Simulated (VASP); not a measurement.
A run of VASP 6.6.1 is set up as follows.

INCAR

```
SYSTEM = Li2O
PREC = Accurate
ENCUT = 750
EDIFF = 1E-6
ISMEAR = 0
SIGMA = 0.02
LREAL = .FALSE.
LASPH = .TRUE.
NELM = 120
ALGO = Normal
ISIF = 2
LWAVE = .FALSE.
LCHARG = .FALSE.
GGA = PE
NBANDS = 13
GGA_COMPAT = .FALSE.
```

The input KPOINTS:

```
Automatic mesh
0
G
  8 8 8
  0 0 0
```

Contents of POSCAR:

```
Li2O
1.0
    0.0000000000      2.2662430650      2.2662430650
    2.2662430650      0.0000000000      2.2662430650
    2.2662430650      2.2662430650      0.0000000000
Li O
2 1
Direct
    0.2500000000      0.2500000000      0.2500000000
    0.7500000000      0.7500000000      0.7500000000
    0.0000000000      0.0000000000      0.0000000000
```

Potentials or basis: VASP PAW PBE potentials, release 64 (Li_sv, O).

Launch:

```bash
$ cat potpaw_PBE.64/Li_sv/POTCAR potpaw_PBE.64/O/POTCAR > POTCAR
$ mpirun -np 1 vasp_std > vasp.out
```

(1) What does it give for the band gap on the k mesh?

(2) Predict the pressure.

Answers

(1) 5.09 eV (least direct gap 5.70 eV).

(2) 5.2 GPa.

Caveat: the cell differs from its parent crystal (strained); the cell stands under pressure.
